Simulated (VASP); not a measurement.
# Al3Cu (P4/mmm) in VASP: a series of runs, part 2 of 2

VASP 6.6.1.

**4. Single point, LDA (volume 13.939 Å^3 an atom, c/a of the conventional cell 1.0625)**

INCAR

```
SYSTEM = Al3Cu
ALGO     = Fast           ! electronic algorithm
EDIFF    = 1E-6           ! SCF threshold, eV
ENCUT    = 520            ! plane-wave cutoff, eV
GGA      = CA             ! functional
ISIF     = 2              ! what is computed and relaxed
ISMEAR   = 0              ! smearing method
LASPH    = .TRUE.         ! aspherical terms in the spheres
LCHARG   = .FALSE.        ! write CHGCAR
LREAL    = .FALSE.        ! projectors in reciprocal space
LWAVE    = .FALSE.        ! write WAVECAR
NBANDS   = 18             ! bands
NELM     = 60             ! most SCF steps
PREC     = Accurate       ! precision mode
SIGMA    = 0.15           ! smearing width, eV
```

KPOINTS

```
k-points
0
G
  12 12 12
  0 0 0
```

POSCAR

```
Al3Cu
1.0
    3.7438711215      0.0000000000      0.0000000000
    0.0000000000      3.7438711215      0.0000000000
    0.0000000000      0.0000000000      3.9778630666
Al Cu
3 1
Direct
    0.0000000000      0.5000000000      0.5000000000
    0.5000000000      0.0000000000      0.5000000000
    0.5000000000      0.5000000000      0.0000000000
    0.0000000000      0.0000000000      0.0000000000
```

Potentials or basis: VASP PAW LDA potentials, release 64 (Al, Cu).

On the command line:

```sh
$ cat potpaw_LDA.64/Al/POTCAR potpaw_LDA.64/Cu/POTCAR > POTCAR
$ mpirun -np 1 vasp_std > vasp.out
```

OUTCAR:

```text
SYSTEM = Al3Cu
   EDIFF = 1E-6
   ENCUT = 520
   GGA = CA
   ISIF = 2
   ISMEAR = 0
   LASPH = .TRUE.
   LREAL = .FALSE.
   NELM = 60
   PREC = Accurate

 ion  position               nearest neighbor table
   1  0.000  0.500  0.500-   2 2.65   2 2.65   2 2.65   2 2.65   4 2.73   3 2.73   4 2.73   4 2.73
                             4 2.73   3 2.73   3 2.73   3 2.73
   2  0.500  0.000  0.500-   1 2.65   1 2.65   1 2.65   1 2.65   4 2.73   3 2.73   3 2.73   3 2.73
                             4 2.73   4 2.73   4 2.73   3 2.73
   3  0.500  0.500  0.000-   4 2.65   4 2.65   4 2.65   4 2.65   2 2.73   2 2.73   2 2.73   2 2.73
                             1 2.73   1 2.73   1 2.73   1 2.73
   4  0.000  0.000  0.000-   3 2.65   3 2.65   3 2.65   3 2.65   2 2.73   1 2.73   2 2.73   1 2.73
                             2 2.73   1 2.73   2 2.73   1 2.73

  LATTYP: Found a simple tetragonal cell.
 ALAT       =     3.7438711215
 C/A-ratio  =     1.0625000000

  Lattice vectors:

 A1 = (   3.7438711215,   0.0000000000,   0.0000000000)
 A2 = (   0.0000000000,   3.7438711215,   0.0000000000)
 A3 = (   0.0000000000,   0.0000000000,   3.9778630666)

Analysis of symmetry for initial positions (statically):
[... 180 lines left out ...]

 val. band max:        8.8890230814   @ k =   0.4167   0.0833   0.0833
 cond. band min:       8.8983166233   @ k =   0.2500   0.1667   0.0000
 fundamental gap:      0.0092935419
 Fermi energy:         8.8929948580

 k-point     1 :       0.0000    0.0000    0.0000
  band No.  band energies     occupation
      1      -2.7402      2.00000
      2       4.1774      2.00000
      3       4.3472      2.00000
      4       5.0236      2.00000
      5       5.0389      2.00000
      6       5.0389      2.00000
[... 481 lines left out ...]
      5       4.6958      2.00000
      6       4.8113      2.00000
[... 10 lines left out ...]
     17      15.5152      0.00000
     18      17.2396      0.00000

 [... further k-points ...]

------------------------ aborting loop because EDIFF is reached ----------------------------------------

  FORCE on cell =-STRESS in cart. coord.  units (eV):
  Direction    XX          YY          ZZ          XY          YZ          ZX
  --------------------------------------------------------------------------------------
  -------------------------------------------------------------------------------------
  Total        2.2027253      2.2027253     -0.4992836      0.0000000      0.0000000      0.0000000
  in kB       63.2964428     63.2964428    -14.3471708      0.0000000      0.0000000      0.0000000
  external PRESSURE =      37.4152382 kB  Pullay stress =       0.0000000 kB

 VOLUME and BASIS-vectors are now :
 -----------------------------------------------------------------------------
  energy-cutoff  :      520.00
  volume of cell :       55.76
      direct lattice vectors                 reciprocal lattice vectors
     3.743871121  0.000000000  0.000000000     0.267103212  0.000000000  0.000000000
     0.000000000  3.743871121  0.000000000     0.000000000  0.267103212  0.000000000
     0.000000000  0.000000000  3.977863067     0.000000000  0.000000000  0.251391258

 POSITION                                       TOTAL-FORCE (eV/Angst)
 -----------------------------------------------------------------------------------
      0.00000      1.87194      1.98893         0.000000      0.000000      0.000000
      1.87194      0.00000      1.98893         0.000000      0.000000      0.000000
      1.87194      1.87194      0.00000         0.000000      0.000000      0.000000
      0.00000      0.00000      0.00000         0.000000      0.000000      0.000000
 -----------------------------------------------------------------------------------
    total drift:                               -0.000000     -0.000000     -0.000000

  FREE ENERGIE OF THE ION-ELECTRON SYSTEM (eV)
  ---------------------------------------------------
  free  energy   TOTEN  =       -17.3371082414 eV

  energy  without entropy=      -17.3177818647  energy(sigma->0) =      -17.32744505
```

OSZICAR:

```text
N       E                     dE             d eps       ncg     rms          rms(c)
DAV:   1     0.756084249316E+02    0.75608E+02   -0.84048E+03  7092   0.119E+03
DAV:   2    -0.156441475851E+02   -0.91253E+02   -0.84871E+02  7262   0.220E+02
DAV:   3    -0.200511058926E+02   -0.44070E+01   -0.42193E+01  9618   0.538E+01
DAV:   4    -0.201573830922E+02   -0.10628E+00   -0.10570E+00 10206   0.686E+00
DAV:   5    -0.201591367222E+02   -0.17536E-02   -0.17534E-02  9662   0.854E-01    0.174E+01
RMM:   6    -0.250875760717E+02   -0.49284E+01   -0.62783E+01  9077   0.114E+02    0.163E+01
RMM:   7    -0.177378935953E+02    0.73497E+01   -0.20424E+01  7937   0.677E+01    0.396E+00
RMM:   8    -0.173666699533E+02    0.37122E+00   -0.20247E+00  7883   0.218E+01    0.106E+00
RMM:   9    -0.173439327817E+02    0.22737E-01   -0.20379E-01  8139   0.227E+00    0.677E-01
RMM:  10    -0.173381962953E+02    0.57365E-02   -0.33512E-02  8710   0.214E+00    0.223E-01
RMM:  11    -0.173372304400E+02    0.96586E-03   -0.76426E-03  9255   0.675E-01    0.153E-01
RMM:  12    -0.173372132348E+02    0.17205E-04   -0.37721E-03  9296   0.935E-01    0.122E-01
RMM:  13    -0.173370778177E+02    0.13542E-03   -0.92869E-04  9319   0.337E-01    0.316E-02
RMM:  14    -0.173371147054E+02   -0.36888E-04   -0.31870E-04  9264   0.252E-01    0.416E-02
RMM:  15    -0.173370980489E+02    0.16657E-04   -0.21456E-04  9107   0.191E-01    0.141E-02
RMM:  16    -0.173371078286E+02   -0.97797E-05   -0.11909E-04 10574   0.880E-02    0.922E-03
RMM:  17    -0.173371082414E+02   -0.41276E-06   -0.63542E-06  8149   0.202E-02
   1 F= -.17337108E+02 E0= -.17327445E+02  d E =-.193264E-01
```

stdout:

```text
POSCAR found type information on POSCAR AlCu
 POSCAR found :  2 types and       4 ions
 scaLAPACK will be used
 LDA part: xc-table for (Slater(with rela. corr.)+CA(PZ))
 , standard interpolation
 POSCAR, INCAR and KPOINTS ok, starting setup
 FFT: planning ... GRIDC
 FFT: planning ... GRID_SOFT
 FFT: planning ... GRID
 WAVECAR not read
 entering main loop
```

Run time: 83 s. Hardware: 1 thread of Intel Xeon 6975P-C (Granite Rapids), shared host; peak memory 0.28 GiB.

Results:

```
Free energy            : -17.3371 eV
Pressure               : 3.7 GPa
Band gap on the k mesh : zero (band 10 reaches 10.76 eV, above the bottom of band 11 at 6.93 eV)
```

Stress tensor (GPa, compression positive):
```
 6.33  0.00  0.00
 0.00  6.33  0.00
 0.00  0.00 -1.43
```

**5. Single point, LDA (volume 13.939 Å^3 an atom, c/a of the conventional cell 0.9411)**

INCAR

```
SYSTEM = Al3Cu
PREC = Accurate ; ENCUT = 520
EDIFF = 1E-7 ; ISMEAR = 0
SIGMA = 0.15 ; LREAL = .FALSE.
LASPH = .TRUE. ; NELM = 80
ALGO = Fast ; ISIF = 2
LWAVE = .FALSE. ; LCHARG = .FALSE.
GGA = CA ; NBANDS = 18
```

KPOINTS

```
Automatic mesh
0
G
  12 12 12
  0 0 0
```

POSCAR

```
Al3Cu
1.0
    3.8983899491      0.0000000000      0.0000000000
    0.0000000000      3.8983899491      0.0000000000
    0.0000000000      0.0000000000      3.6687747811
Al Cu
3 1
Direct
    0.0000000000      0.5000000000      0.5000000000
    0.5000000000      0.0000000000      0.5000000000
    0.5000000000      0.5000000000      0.0000000000
    0.0000000000      0.0000000000      0.0000000000
```

Potentials or basis: VASP PAW LDA potentials, release 64 (Al, Cu).

On the command line:

```sh
$ cat potpaw_LDA.64/Al/POTCAR potpaw_LDA.64/Cu/POTCAR > POTCAR
$ mpirun -np 1 vasp_std > vasp.out
```

OUTCAR:

```text
SYSTEM = Al3Cu
   PREC = Accurate
   ENCUT = 520
   EDIFF = 1E-7
   ISMEAR = 0
   LREAL = .FALSE.
   LASPH = .TRUE.
   NELM = 80
   ISIF = 2
   GGA = CA

 ion  position               nearest neighbor table
   1  0.000  0.500  0.500-   3 2.68   4 2.68   3 2.68   4 2.68   4 2.68   4 2.68   3 2.68   3 2.68
                             2 2.76   2 2.76   2 2.76   2 2.76
   2  0.500  0.000  0.500-   3 2.68   4 2.68   3 2.68   4 2.68   3 2.68   3 2.68   4 2.68   4 2.68
                             1 2.76   1 2.76   1 2.76   1 2.76
   3  0.500  0.500  0.000-   1 2.68   2 2.68   1 2.68   2 2.68   2 2.68   2 2.68   1 2.68   1 2.68
                             4 2.76   4 2.76   4 2.76   4 2.76
   4  0.000  0.000  0.000-   1 2.68   2 2.68   1 2.68   2 2.68   1 2.68   1 2.68   2 2.68   2 2.68
                             3 2.76   3 2.76   3 2.76   3 2.76

  LATTYP: Found a simple tetragonal cell.
 ALAT       =     3.8983899491
 C/A-ratio  =     0.9411000000

  Lattice vectors:

 A1 = (   3.8983899491,   0.0000000000,   0.0000000000)
 A2 = (   0.0000000000,   3.8983899491,   0.0000000000)
 A3 = (   0.0000000000,   0.0000000000,   3.6687747811)

Analysis of symmetry for initial positions (statically):
=====================================================================
 Subroutine PRICEL returns:
 Original cell was already a primitive cell.

 Routine SETGRP: Setting up the symmetry group for a
 simple tetragonal supercell.

 Subroutine GETGRP returns: Found 16 space group operations
 (whereof 16 operations were pure point group operations)
 out of a pool of 16 trial point group operations.

The static configuration has the point symmetry D_4h.

Analysis of symmetry for dynamics (positions and initial velocities):
=====================================================================
 Subroutine PRICEL returns:
 Original cell was already a primitive cell.

 Routine SETGRP: Setting up the symmetry group for a
 simple tetragonal supercell.

 Subroutine GETGRP returns: Found 16 space group operations
 (whereof 16 operations were pure point group operations)
 out of a pool of 16 trial point group operations.

The dynamic configuration has the point symmetry D_4h.

 Subroutine INISYM returns: Found 16 space group operations
 (whereof 16 operations are pure point group operations),
 and found     1 'primitive' translations

----------------------------------------------------------------------------------------

                                     Primitive cell

  volume of cell :      55.7560

  direct lattice vectors                    reciprocal lattice vectors
     3.898389949  0.000000000  0.000000000     0.256516155  0.000000000  0.000000000
     0.000000000  3.898389949  0.000000000     0.000000000  0.256516155  0.000000000
     0.000000000  0.000000000  3.668774781     0.000000000  0.000000000  0.272570561

  length of vectors
     3.898389949  3.898389949  3.668774781     0.256516155  0.256516155  0.272570561

  position of ions in fractional coordinates (direct lattice)
     0.000000000  0.500000000  0.500000000
     0.500000000  0.000000000  0.500000000
     0.500000000  0.500000000  0.000000000
     0.000000000  0.000000000  0.000000000

  ion indices of the primitive-cell ions
   primitive index   ion index
                 1           1
                 2           2
                 3           3
                 4           4

----------------------------------------------------------------------------------------

[... 49 lines left out ...]
  0.416667  0.333333  0.000000      8.000000
 [... further k-points ...]
   k-points           NKPTS =    196   k-points in BZ     NKDIM =    196   number of bands    NBANDS=     18
   number of dos      NEDOS =    301   number of ions     NIONS =      4
   total plane-waves  NPLWV =  25200
   dimension x,y,z NGX =    30 NGY =   30 NGZ =   28
   dimension x,y,z NGXF=    60 NGYF=   60 NGZF=   56
   ions per type =               3   1
   NGX,Y,Z   is equivalent  to a cutoff of  12.79, 12.79, 12.69 a.u.
   NGXF,Y,Z  is equivalent  to a cutoff of  25.59, 25.59, 25.38 a.u.
 SYSTEM =  Al3Cu
   PREC   = accura    normal or accurate (medium, high low for compatibility)
   ISTART =      0    job   : 0-new  1-cont  2-samecut
   ICHARG =      2    charge: 1-file 2-atom 10-const
   ISPIN  =      1    spin polarized calculation?
   LNONCOLLINEAR =      F non collinear calculations
   LSORBIT =      F    spin-orbit coupling
   LASPH  =      T    aspherical Exc in radial PAW
   ENCUT  =  520.0 eV  38.22 Ry    6.18 a.u.   7.25  7.25  6.82*2*pi/ulx,y,z
   NELM   =     80;   NELMIN=  2; NELMDL= -5     # of ELM steps
   EDIFF  = 0.1E-06   stopping-criterion for ELM
   LREAL  =      F    real-space projection
   EDIFFG = 0.1E-05   stopping-criterion for IOM
   NSW    =      0    number of steps for IOM
   IBRION =     -1    ionic relax: 0-MD 1-quasi-New 2-CG
   NFREE  =      0    steps in history (QN), initial steepest desc. (CG)
   ISIF   =      2    stress and relaxation
   ISYM   =      2    0-nonsym 1-usesym 2-fastsym
   POTIM  = 0.5000    time-step for ionic-motion
   TEBEG  =    0.0;   TEEND  =   0.0 temperature during run
   PSTRESS=    0.0 pullay stress
   NELECT =      20.0000    total number of electrons
   NUPDOWN=      -1.0000    fix difference up-down
   EMIN   =  10.00;   EMAX   =-10.00  energy-range for DOS
   EFERMI =   0.00;   METHOD = LEGACY
   ISMEAR =     0;   SIGMA  =   0.15  broadening in eV -4-tet -1-fermi 0-gaus
   EFERMI_NEDOS =   21; number of points for ismear=-14 and -15
   IALGO  =     68    algorithm
   IMIX   =      4    mixing-type and parameters
     AMIX     =   0.40;   BMIX     =  1.00
     AMIX_MAG =   1.60;   BMIX_MAG =  1.00
  volume/ion in A,a.u.               =      13.94        94.07
  Fermi-wavevector in a.u.,A,eV,Ry     =   1.163200  2.198129 18.409140  1.353034
  Thomas-Fermi vector in A             =   2.299752
   LORBIT       =      0    0 simple, 1 ext, 2 COOP (PROOUT), +10 PAW based schemes
   GGA     = CA    functional components
   LHFCALC =     F    Hartree Fock is set to
   AEXX    =    0.0000 exact exchange contribution
   IVDW    =     0    specifies the selected vdW correction
   LEPSILON=     F    determine dielectric tensor
   LRPA    =     F    only Hartree local field effects (RPA)
 non-spin polarized calculation
 RMM-DIIS sequential band-by-band and
 Gauss-broadening in eV      SIGMA  =   0.15
  energy-cutoff  :      520.00
  volume of cell :       55.76
 maximum number of plane-waves:      1526
 NGX is ok and might be reduce to    30
   NGX = 15   NGY = 15   NGZ = 13

 number of electron      20.0000009 magnetization

 Free energy of the ion-electron system (eV)
  ---------------------------------------------------
  ext. energy  EPLUGINS =         0.00000000
  ---------------------------------------------------
  free energy    TOTEN  =       -17.34156598 eV

  energy without entropy =      -17.32530813  energy(sigma->0) =      -17.33343705

 E-fermi :   8.9255     XC(G=0): -11.2794

 val. band max:        8.9194441402   @ k =   0.3333   0.1667   0.1667
 cond. band min:       8.9348341970   @ k =   0.5000   0.0000   0.0833
 fundamental gap:      0.0153900568
 Fermi energy:         8.9254925313

 k-point     1 :       0.0000    0.0000    0.0000
  band No.  band energies     occupation
      1      -2.7401      2.00000
      2       4.1866      2.00000
      3       4.3431      2.00000
      4       5.0319      2.00000
      5       5.0380      2.00000
      6       5.0380      2.00000
[... 481 lines left out ...]
      5       4.8227      2.00000
      6       4.8897      2.00000
[... 10 lines left out ...]
     17      15.7881      0.00000
     18      16.7865      0.00000

 [... further k-points ...]

------------------------ aborting loop because EDIFF is reached ----------------------------------------

  FORCE on cell =-STRESS in cart. coord.  units (eV):
  Direction    XX          YY          ZZ          XY          YZ          ZX
  --------------------------------------------------------------------------------------
  -------------------------------------------------------------------------------------
  Total        0.3927975      0.3927975      2.8348677      0.0000000     -0.0000000      0.0000000
  in kB       11.2872382     11.2872382     81.4613820      0.0000000     -0.0000000      0.0000000
  external PRESSURE =      34.6786194 kB  Pullay stress =       0.0000000 kB

 VOLUME and BASIS-vectors are now :
 -----------------------------------------------------------------------------
  energy-cutoff  :      520.00
  volume of cell :       55.76
      direct lattice vectors                 reciprocal lattice vectors
     3.898389949  0.000000000  0.000000000     0.256516155  0.000000000  0.000000000
     0.000000000  3.898389949  0.000000000     0.000000000  0.256516155  0.000000000
     0.000000000  0.000000000  3.668774781     0.000000000  0.000000000  0.272570561

 POSITION                                       TOTAL-FORCE (eV/Angst)
 -----------------------------------------------------------------------------------
      0.00000      1.94919      1.83439         0.000000      0.000000      0.000000
      1.94919      0.00000      1.83439         0.000000      0.000000      0.000000
      1.94919      1.94919      0.00000         0.000000      0.000000      0.000000
      0.00000      0.00000      0.00000         0.000000      0.000000      0.000000
 -----------------------------------------------------------------------------------
    total drift:                                0.000000     -0.000000     -0.000000

  FREE ENERGIE OF THE ION-ELECTRON SYSTEM (eV)
  ---------------------------------------------------
  free  energy   TOTEN  =       -17.3415659753 eV

  energy  without entropy=      -17.3253081279  energy(sigma->0) =      -17.33343705
```

OSZICAR:

```text
N       E                     dE             d eps       ncg     rms          rms(c)
DAV:   1     0.749583520563E+02    0.74958E+02   -0.83915E+03  7142   0.118E+03
DAV:   2    -0.156075912884E+02   -0.90566E+02   -0.84002E+02  7278   0.219E+02
[... 12 lines left out ...]
RMM:  15    -0.173415648603E+02   -0.10064E-04   -0.20774E-04 10801   0.116E-01    0.437E-03
RMM:  16    -0.173415678692E+02   -0.30089E-05   -0.21714E-05 10171   0.389E-02    0.153E-02
RMM:  17    -0.173415728700E+02   -0.50008E-05   -0.68996E-06  9600   0.186E-02    0.249E-02
RMM:  18    -0.173415658901E+02    0.69799E-05   -0.12423E-05  8800   0.492E-02    0.269E-03
RMM:  19    -0.173415660236E+02   -0.13346E-06   -0.16834E-06  8712   0.847E-03    0.233E-03
RMM:  20    -0.173415659753E+02    0.48291E-07   -0.35433E-07  7572   0.662E-03
   1 F= -.17341566E+02 E0= -.17333437E+02  d E =-.162578E-01
```

stdout:

```text
POSCAR found type information on POSCAR AlCu
 POSCAR found :  2 types and       4 ions
 scaLAPACK will be used
 LDA part: xc-table for (Slater(with rela. corr.)+CA(PZ))
 , standard interpolation
 POSCAR, INCAR and KPOINTS ok, starting setup
 FFT: planning ... GRIDC
 FFT: planning ... GRID_SOFT
 FFT: planning ... GRID
 WAVECAR not read
 entering main loop
```

Wall time 3.4 min (1 thread of Intel Xeon 6975P-C, shared host); peak memory 0.28 GiB.

What came out:

| Item | Value |
| --- | --- |
| Free energy | -17.3416 eV |
| Pressure | 3.5 GPa |
| Band gap on the k mesh | zero (band 10 reaches 10.93 eV, above the bottom of band 11 at 6.89 eV) |

**6. The runs side by side**

```csv
cell,further INCAR settings,gap on the mesh (eV),pressure (GPa)
"a = 3.862, b = 3.862, c = 3.635 Å, 4 atoms",ALGO = Fast; EDIFF = 1e-07; NBANDS = 18,none,7.0
"a = 3.709, b = 3.709, c = 3.941 Å, 4 atoms",ALGO = Fast; EDIFF = 1e-06; NBANDS = 18,none,7.1
"a = 3.744, b = 3.744, c = 3.978 Å, 4 atoms",ALGO = Fast; EDIFF = 1e-06; NBANDS = 18,none,3.7
"a = 3.898, b = 3.898, c = 3.669 Å, 4 atoms",ALGO = Fast; EDIFF = 1e-07; NBANDS = 18,none,3.5
```

Alike in all rows: task single point; level LDA; potentials or basis VASP PAW LDA potentials, release 64 (Al, Cu); no spin polarisation; k mesh 12 × 12 × 12; cutoff (eV) 520; smearing gaussian 0.15 eV.

Total energies depend on the potentials used, so only differences within one code and one set of settings carry meaning.
